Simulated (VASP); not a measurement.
# Cs2AgBiBr6 (Fm-3m) in VASP: a series of runs

Runs on Cs2AgBiBr6. Level: PBEsol. Tasks: single point.

Program: VASP 6.6.1. These are calculated values, not measurements. Logs are shortened: lines on timing, memory, paths and dates and some standing lists are left out, and cuts for length are marked.

**1. The cell of the first run**

It takes space group Fm-3m (No. 225, cubic). Conventional cell: a = 11.187 Å, b = 11.187 Å, c = 11.187 Å, α = 90.00°, β = 90.00°, γ = 90.00°. Cs (site symmetry -43m) has 12 Br at 3.96 Å and 4 Ag at 4.84 Å and 4 Bi at 4.84 Å within 5.2 Å. Within 3.6 Å of Ag (site symmetry m-3m) lie 6 Br at 2.75 Å. Within 3.7 Å of Bi (site symmetry m-3m) lie 6 Br at 2.84 Å. Within 3.6 Å of Br (site symmetry 4mm) lie 1 Ag at 2.75 Å and 1 Bi at 2.84 Å.

**2. Single point, PBEsol**

INCAR reads:

```
PREC = Accurate
ENCUT = 520
EDIFF = 1E-6
ISMEAR = 0
SIGMA = 0.02
LREAL = False
LASPH = True
NELM = 60
ALGO = Normal
ISIF = 2
LWAVE = False
LCHARG = False
GGA = PS
NBANDS = 54
```

KPOINTS reads:

```
Automatic mesh
0
Gamma
  4 4 4
```

POSCAR reads:

```
Cs2AgBiBr6
1.0
    0.0000000000      5.5936878419      5.5936878419
    5.5936878419      0.0000000000      5.5936878419
    5.5936878419      5.5936878419      0.0000000000
Cs Ag Bi Br
2 1 1 6
Direct
    0.2500000000      0.2500000000      0.2500000000
    0.7500000000      0.7500000000      0.7500000000
    0.5000000000      0.5000000000      0.5000000000
    0.0000000000      0.0000000000      0.0000000000
    0.2539143094      0.7460856906      0.2539143094
    0.2539143094      0.7460856906      0.7460856906
    0.7460856906      0.2539143094      0.7460856906
    0.7460856906      0.2539143094      0.2539143094
    0.2539143094      0.2539143094      0.7460856906
    0.7460856906      0.7460856906      0.2539143094
```

Potentials or basis: VASP PAW PBE potentials, release 64 (Cs_sv, Ag, Bi_d, Br).

Command:

```bash
cat potpaw_PBE.64/Cs_sv/POTCAR potpaw_PBE.64/Ag/POTCAR potpaw_PBE.64/Bi_d/POTCAR potpaw_PBE.64/Br/POTCAR > POTCAR
mpirun -np 1 vasp_std > vasp.out
```

OUTCAR:

```text
PREC = Accurate
   ENCUT = 520
   EDIFF = 1E-6
   ISMEAR = 0
   LREAL = False
   LASPH = True
   NELM = 60
   ISIF = 2
   GGA = PS

 ion  position               nearest neighbor table
   1  0.250  0.250  0.250-
   2  0.750  0.750  0.750-
   3  0.500  0.500  0.500-   5 2.75   6 2.75   7 2.75   8 2.75   9 2.75  10 2.75
   4  0.000  0.000  0.000-   5 2.84   6 2.84   7 2.84   8 2.84   9 2.84  10 2.84
   5  0.254  0.746  0.254-   3 2.75   4 2.84
   6  0.254  0.746  0.746-   3 2.75   4 2.84
   7  0.746  0.254  0.746-   3 2.75   4 2.84
   8  0.746  0.254  0.254-   3 2.75   4 2.84
   9  0.254  0.254  0.746-   3 2.75   4 2.84
  10  0.746  0.746  0.254-   3 2.75   4 2.84

  LATTYP: Found a face centered cubic cell.
 ALAT       =    11.1873756838

  Lattice vectors:

 A1 = (   0.0000000000,   5.5936878419,   5.5936878419)
 A2 = (   5.5936878419,   0.0000000000,   5.5936878419)
 A3 = (   5.5936878419,   5.5936878419,   0.0000000000)

Analysis of symmetry for initial positions (statically):
=====================================================================
 Subroutine PRICEL returns:
 Original cell was already a primitive cell.

 Routine SETGRP: Setting up the symmetry group for a
 face centered cubic supercell.

 Subroutine GETGRP returns: Found 48 space group operations
 (whereof 48 operations were pure point group operations)
 out of a pool of 48 trial point group operations.

The static configuration has the point symmetry O_h .

Analysis of symmetry for dynamics (positions and initial velocities):
=====================================================================
 Subroutine PRICEL returns:
 Original cell was already a primitive cell.

 Routine SETGRP: Setting up the symmetry group for a
 face centered cubic supercell.

 Subroutine GETGRP returns: Found 48 space group operations
 (whereof 48 operations were pure point group operations)
 out of a pool of 48 trial point group operations.

The dynamic configuration has the point symmetry O_h .

 Subroutine INISYM returns: Found 48 space group operations
 (whereof 48 operations are pure point group operations),
 and found     1 'primitive' translations

----------------------------------------------------------------------------------------

                                     Primitive cell

  volume of cell :     350.0456

  direct lattice vectors                    reciprocal lattice vectors
     0.000000000  5.593687842  5.593687842    -0.089386468  0.089386468  0.089386468
     5.593687842  0.000000000  5.593687842     0.089386468 -0.089386468  0.089386468
     5.593687842  5.593687842  0.000000000     0.089386468  0.089386468 -0.089386468

  length of vectors
     7.910669210  7.910669210  7.910669210     0.154821904  0.154821904  0.154821904

  position of ions in fractional coordinates (direct lattice)
     0.250000000  0.250000000  0.250000000
     0.750000000  0.750000000  0.750000000
     0.500000000  0.500000000  0.500000000
     0.000000000  0.000000000  0.000000000
     0.253914309  0.746085691  0.253914309
     0.253914309  0.746085691  0.746085691
     0.746085691  0.253914309  0.746085691
     0.746085691  0.253914309  0.253914309
     0.253914309  0.253914309  0.746085691
     0.746085691  0.746085691  0.253914309

  ion indices of the primitive-cell ions
   primitive index   ion index
                 1           1
                 2           2
                 3           3
                 4           4
                 5           5
                 6           6
                 7           7
                 8           8
                 9           9
                10          10

----------------------------------------------------------------------------------------

 KPOINTS: Automatic mesh

Automatic generation of k-mesh.
 Grid dimensions read from file:
 generate k-points for:    4    4    4

 Generating k-lattice:

  Cartesian coordinates                     Fractional coordinates (reciprocal lattice)
    -0.022346617  0.022346617  0.022346617     0.250000000  0.000000000  0.000000000
     0.022346617 -0.022346617  0.022346617     0.000000000  0.250000000  0.000000000
     0.022346617  0.022346617 -0.022346617     0.000000000  0.000000000  0.250000000

  Length of vectors
     0.038705476  0.038705476  0.038705476

  Shift w.r.t. Gamma in fractional coordinates (k-lattice)
     0.000000000  0.000000000  0.000000000

 Subroutine IBZKPT returns following result:
 ===========================================

 Found      8 irreducible k-points:

 Following reciprocal coordinates:
            Coordinates               Weight
  0.000000  0.000000  0.000000      1.000000
  0.250000  0.000000  0.000000      8.000000
  0.500000  0.000000  0.000000      4.000000
  0.250000  0.250000  0.000000      6.000000
  0.500000  0.250000  0.000000     24.000000
 -0.250000  0.250000  0.000000     12.000000
  0.500000  0.500000  0.000000      3.000000
 -0.250000  0.500000  0.250000      6.000000
   k-points           NKPTS =      8   k-points in BZ     NKDIM =      8   number of bands    NBANDS=     54
   number of dos      NEDOS =    301   number of ions     NIONS =     10
   total plane-waves  NPLWV = 216000
   dimension x,y,z NGX =    60 NGY =   60 NGZ =   60
   dimension x,y,z NGXF=   120 NGYF=  120 NGZF=  120
   ions per type =               2   1   1   6
   NGX,Y,Z   is equivalent  to a cutoff of  12.61, 12.61, 12.61 a.u.
   NGXF,Y,Z  is equivalent  to a cutoff of  25.22, 25.22, 25.22 a.u.
 SYSTEM =  unknown system
   PREC   = accura    normal or accurate (medium, high low for compatibility)
   ISTART =      0    job   : 0-new  1-cont  2-samecut
   ICHARG =      2    charge: 1-file 2-atom 10-const
   ISPIN  =      1    spin polarized calculation?
   LNONCOLLINEAR =      F non collinear calculations
   LSORBIT =      F    spin-orbit coupling
   LASPH  =      T    aspherical Exc in radial PAW
   ENCUT  =  520.0 eV  38.22 Ry    6.18 a.u.  14.71 14.71 14.71*2*pi/ulx,y,z
   NELM   =     60;   NELMIN=  2; NELMDL= -5     # of ELM steps
   EDIFF  = 0.1E-05   stopping-criterion for ELM
   LREAL  =      F    real-space projection
   EDIFFG = 0.1E-04   stopping-criterion for IOM
   NSW    =      0    number of steps for IOM
   IBRION =     -1    ionic relax: 0-MD 1-quasi-New 2-CG
   NFREE  =      0    steps in history (QN), initial steepest desc. (CG)
   ISIF   =      2    stress and relaxation
   ISYM   =      2    0-nonsym 1-usesym 2-fastsym
   POTIM  = 0.5000    time-step for ionic-motion
   TEBEG  =    0.0;   TEEND  =   0.0 temperature during run
   PSTRESS=    0.0 pullay stress
   NELECT =      86.0000    total number of electrons
   NUPDOWN=      -1.0000    fix difference up-down
   EMIN   =  10.00;   EMAX   =-10.00  energy-range for DOS
   EFERMI =   0.00;   METHOD = LEGACY
   ISMEAR =     0;   SIGMA  =   0.02  broadening in eV -4-tet -1-fermi 0-gaus
   EFERMI_NEDOS =   21; number of points for ismear=-14 and -15
   IALGO  =     38    algorithm
   IMIX   =      4    mixing-type and parameters
     AMIX     =   0.40;   BMIX     =  1.00
     AMIX_MAG =   1.60;   BMIX_MAG =  1.00
  volume/ion in A,a.u.               =      35.00       236.22
  Fermi-wavevector in a.u.,A,eV,Ry     =   1.025336  1.937604 14.303986  1.051313
  Thomas-Fermi vector in A             =   2.159171
   LORBIT       =      0    0 simple, 1 ext, 2 COOP (PROOUT), +10 PAW based schemes
   GGA     = PS    functional components
   LHFCALC =     F    Hartree Fock is set to
   AEXX    =    0.0000 exact exchange contribution
   IVDW    =     0    specifies the selected vdW correction
   LEPSILON=     F    determine dielectric tensor
   LRPA    =     F    only Hartree local field effects (RPA)
 non-spin polarized calculation
 Gauss-broadening in eV      SIGMA  =   0.02
  energy-cutoff  :      520.00
  volume of cell :      350.05
 maximum number of plane-waves:      9453
 NGX is ok and might be reduce to    60
   NGX = 29   NGY = 29   NGZ = 29

 number of electron      86.0000003 magnetization

 Free energy of the ion-electron system (eV)
  ---------------------------------------------------
  ext. energy  EPLUGINS =         0.00000000
  ---------------------------------------------------
  free energy    TOTEN  =       -31.82795335 eV

  energy without entropy =      -31.82795335  energy(sigma->0) =      -31.82795335

 E-fermi :   1.5549     XC(G=0):  -8.4210

 val. band max:        1.4415123825   @ k =   0.5000   0.5000   0.0000
 cond. band min:       2.5393283829   @ k =   0.5000   0.0000   0.0000
 fundamental gap:      1.0978160004
 Fermi energy:         1.5548947026

 k-point     1 :       0.0000    0.0000    0.0000
  band No.  band energies     occupation
      1     -21.6542      2.00000
      2     -21.6542      2.00000
      3     -21.6166      2.00000
      4     -21.6166      2.00000
      5     -21.6166      2.00000
      6     -19.3375      2.00000
[... 46 lines left out ...]
     53       6.6736      0.00000
     54       6.6736      0.00000

 k-point     2 :       0.2500    0.0000    0.0000
  band No.  band energies     occupation
      1     -21.6543      2.00000
      2     -21.6543      2.00000
      3     -21.6166      2.00000
      4     -21.6166      2.00000
      5     -21.6166      2.00000
      6     -19.3363      2.00000
[... 46 lines left out ...]
     53       6.9884      0.00000
     54       7.0584      0.00000
[... 283 lines left out ...]
     53       7.6144      0.00000
     54       7.9776      0.00000

 k-point     8 :      -0.2500    0.5000    0.2500
  band No.  band energies     occupation
      1     -21.6543      2.00000
      2     -21.6543      2.00000
      3     -21.6166      2.00000
      4     -21.6166      2.00000
      5     -21.6166      2.00000
      6     -19.3334      2.00000
[... 46 lines left out ...]
     53       7.3408      0.00000
     54       7.6869      0.00000

------------------------ aborting loop because EDIFF is reached ----------------------------------------

  FORCE on cell =-STRESS in cart. coord.  units (eV):
  Direction    XX          YY          ZZ          XY          YZ          ZX
  --------------------------------------------------------------------------------------
  -------------------------------------------------------------------------------------
  Total        0.0248686      0.0248686      0.0248686      0.0000000      0.0000000      0.0000000
  in kB        0.1138249      0.1138249      0.1138249      0.0000000      0.0000000      0.0000000
  external PRESSURE =       0.1138249 kB  Pullay stress =       0.0000000 kB

 VOLUME and BASIS-vectors are now :
 -----------------------------------------------------------------------------
  energy-cutoff  :      520.00
  volume of cell :      350.05
      direct lattice vectors                 reciprocal lattice vectors
     0.000000000  5.593687842  5.593687842    -0.089386468  0.089386468  0.089386468
     5.593687842  0.000000000  5.593687842     0.089386468 -0.089386468  0.089386468
     5.593687842  5.593687842  0.000000000     0.089386468  0.089386468 -0.089386468

 POSITION                                       TOTAL-FORCE (eV/Angst)
 -----------------------------------------------------------------------------------
      2.79684      2.79684      2.79684        -0.000000      0.000000      0.000000
      8.39053      8.39053      8.39053         0.000000     -0.000000     -0.000000
      5.59369      5.59369      5.59369         0.000000      0.000000     -0.000000
      0.00000      0.00000      0.00000         0.000000      0.000000      0.000000
      5.59369      2.84063      5.59369         0.000000      0.006099      0.000000
      8.34674      5.59369      5.59369        -0.006099      0.000000      0.000000
      5.59369      8.34674      5.59369         0.000000     -0.006099      0.000000
      2.84063      5.59369      5.59369         0.006099      0.000000      0.000000
      5.59369      5.59369      2.84063         0.000000      0.000000      0.006099
      5.59369      5.59369      8.34674         0.000000      0.000000     -0.006099
 -----------------------------------------------------------------------------------
    total drift:                               -0.000000      0.000000      0.000000

  FREE ENERGIE OF THE ION-ELECTRON SYSTEM (eV)
  ---------------------------------------------------
  free  energy   TOTEN  =       -31.8279533550 eV

  energy  without entropy=      -31.8279533550  energy(sigma->0) =      -31.82795335
```

Wall time 2.1 min (1 thread of AMD EPYC 9R45 (Zen 5), shared host); peak memory 0.56 GiB.

Results:

* Free energy: -31.8280 eV
* Pressure: 0.0 GPa
* Largest force: 0.006 eV/Å
* Band gap on the k mesh: 1.10 eV (least direct gap 2.33 eV)

Forces in eV/Å, atoms in the order of the input:
```
Cs   0.000  0.000  0.000
Cs   0.000  0.000  0.000
Ag   0.000  0.000  0.000
Bi   0.000  0.000  0.000
Br   0.000  0.006  0.000
Br  -0.006  0.000  0.000
Br   0.000 -0.006  0.000
Br   0.006  0.000  0.000
Br   0.000  0.000  0.006
Br   0.000  0.000 -0.006
```

Levels at points of the mesh, in eV from the valence-band top:
```tsv
k point	band 41	band 42	band 43	band 44	band 45	band 46
(0.00, 0.00, 0.00)	-1.25	-0.63	-0.63	2.06	2.06	2.06
(0.50, 0.00, 0.00)	-1.54	-1.26	-1.26	1.10	3.53	3.53
(0.50, 0.50, 0.00)	-1.27	-0.64	0.00	2.58	2.58	2.96
```

Caveat: the PAW data sets were made with another functional, which shifts forces and pressure a little; spin-orbit coupling is left out, which moves the levels of the heavy elements. As with any semilocal functional, this PBEsol gap is likely too small.

**3. Single point, PBEsol**

This run uses another cell than the first one, of 35.43 Å³/atom.

INCAR reads:

```
PREC     = Accurate       # precision mode
ENCUT    = 520            # plane-wave cutoff, eV
EDIFF    = 1E-6           # SCF threshold, eV
ISMEAR   = 0              # smearing method
SIGMA    = 0.02           # smearing width, eV
LREAL    = F              # projectors in reciprocal space
LASPH    = T              # aspherical terms in the spheres
NELM     = 60             # most SCF steps
ALGO     = Normal         # electronic algorithm
ISIF     = 2              # what is computed and relaxed
LWAVE    = F              # write WAVECAR
LCHARG   = F              # write CHGCAR
GGA      = PS             # functional
NBANDS   = 54             # bands
```

KPOINTS reads:

```
regular mesh
0
Gamma
  4 4 4
```

POSCAR reads:

```
Cs2AgBiBr6
1.0
    0.0000000000      5.6161000000      5.6161000000
    5.6161000000      0.0000000000      5.6161000000
    5.6161000000      5.6161000000      0.0000000000
Cs Ag Bi Br
2 1 1 6
Direct
    0.2500000000      0.2500000000      0.2500000000
    0.7500000000      0.7500000000      0.7500000000
    0.5000000000      0.5000000000      0.5000000000
    0.0000000000      0.0000000000      0.0000000000
    0.2536225342      0.7463774658      0.2536225342
    0.2536225342      0.7463774658      0.7463774658
    0.7463774658      0.2536225342      0.7463774658
    0.7463774658      0.2536225342      0.2536225342
    0.2536225342      0.2536225342      0.7463774658
    0.7463774658      0.7463774658      0.2536225342
```

Potentials or basis: VASP PAW PBE potentials, release 64 (Cs_sv, Ag, Bi_d, Br).

Command:

```bash
cat potpaw_PBE.64/Cs_sv/POTCAR potpaw_PBE.64/Ag/POTCAR potpaw_PBE.64/Bi_d/POTCAR potpaw_PBE.64/Br/POTCAR > POTCAR
mpirun -np 1 vasp_std > vasp.out
```

Run time: 2.2 min. Hardware: 1 thread of AMD EPYC 9R45 (Zen 5), shared host; peak memory 0.57 GiB.

Results (log left out):

* Free energy: -31.8246 eV
* Pressure: -0.3 GPa
* Largest force: 0.004 eV/Å
* Band gap on the k mesh: 1.12 eV (least direct gap 2.33 eV)

Forces on the atoms (eV/Å):
```
Cs   0.000  0.000  0.000
Cs   0.000  0.000  0.000
Ag   0.000  0.000  0.000
Bi   0.000  0.000  0.000
Br   0.000  0.004  0.000
Br  -0.004  0.000  0.000
Br   0.000 -0.004  0.000
Br   0.004  0.000  0.000
Br   0.000  0.000  0.004
Br   0.000  0.000 -0.004
```

Levels at points of the mesh, in eV from the valence-band top:
| k point | band 40 | band 41 | band 42 | band 43 | band 44 | band 45 | band 46 | band 47 |
| --- | --- | --- | --- | --- | --- | --- | --- | --- |
| (0.00, 0.00, 0.00) | -1.20 | -1.20 | -0.62 | -0.62 | 2.09 | 2.09 | 2.09 | 3.47 |
| (0.50, 0.00, 0.00) | -1.53 | -1.50 | -1.23 | -1.23 | 1.12 | 3.52 | 3.52 | 4.82 |
| (0.50, 0.50, 0.00) | -1.58 | -1.22 | -0.62 | 0.00 | 2.60 | 2.60 | 2.96 | 4.43 |

Caveat: the PAW data sets were made with another functional, which shifts forces and pressure a little; spin-orbit coupling is left out, which moves the levels of the heavy elements.

**4. Single point, PBEsol (36.05 Å³/atom)**

This run uses another cell than the first one, of 36.05 Å³/atom.

Changes to INCAR since step 3:

```diff
@@ -2,3 +2,3 @@
 ENCUT    = 520            # plane-wave cutoff, eV
-EDIFF    = 1E-6           # SCF threshold, eV
+EDIFF    = 1E-7           # SCF threshold, eV
 ISMEAR   = 0              # smearing method
```

KPOINTS is that of step 3.

POSCAR reads:

```
Cs2AgBiBr6
1.0
    0.0000000000      5.6490744919      5.6490744919
    5.6490744919      0.0000000000      5.6490744919
    5.6490744919      5.6490744919      0.0000000000
Cs Ag Bi Br
2 1 1 6
Direct
    0.2500000000      0.2500000000      0.2500000000
    0.7500000000      0.7500000000      0.7500000000
    0.5000000000      0.5000000000      0.5000000000
    0.0000000000      0.0000000000      0.0000000000
    0.2530656265      0.7469343735      0.2530656265
    0.2530656265      0.7469343735      0.7469343735
    0.7469343735      0.2530656265      0.7469343735
    0.7469343735      0.2530656265      0.2530656265
    0.2530656265      0.2530656265      0.7469343735
    0.7469343735      0.7469343735      0.2530656265
```

Command:

```bash
cat potpaw_PBE.64/Cs_sv/POTCAR potpaw_PBE.64/Ag/POTCAR potpaw_PBE.64/Bi_d/POTCAR potpaw_PBE.64/Br/POTCAR > POTCAR
mpirun -np 1 vasp_std > vasp.out
```

Wall time 2.4 min (1 thread of AMD EPYC 9R45 (Zen 5), shared host); peak memory 0.53 GiB.

It converged, with:

```yaml
Free_energy: -31.8052 eV
Pressure: -0.7 GPa
Largest_force: 0.011 eV/Å
Band_gap_on_the_k_mesh: 1.15 eV (least direct gap 2.33 eV)
```

Forces on the atoms (eV/Å):
```
Cs   0.000  0.000  0.000
Cs   0.000  0.000  0.000
Ag   0.000  0.000  0.000
Bi   0.000  0.000  0.000
Br   0.000  0.011  0.000
Br  -0.011  0.000  0.000
Br   0.000 -0.011  0.000
Br   0.011  0.000  0.000
Br   0.000  0.000  0.011
Br   0.000  0.000 -0.011
```

Levels at points of the mesh, in eV from the valence-band top:
| k point | band 40 | band 41 | band 42 | band 43 | band 44 | band 45 | band 46 | band 47 |
| --- | --- | --- | --- | --- | --- | --- | --- | --- |
| (0.00, 0.00, 0.00) | -1.14 | -1.14 | -0.60 | -0.60 | 2.13 | 2.13 | 2.13 | 3.51 |
| (0.50, 0.00, 0.00) | -1.45 | -1.43 | -1.18 | -1.18 | 1.15 | 3.51 | 3.51 | 4.85 |
| (0.50, 0.50, 0.00) | -1.50 | -1.16 | -0.60 | 0.00 | 2.62 | 2.62 | 2.98 | 4.37 |

Caveat: the PAW data sets were made with another functional, which shifts forces and pressure a little; spin-orbit coupling is left out, which moves the levels of the heavy elements.

[end of part 1 of 2]
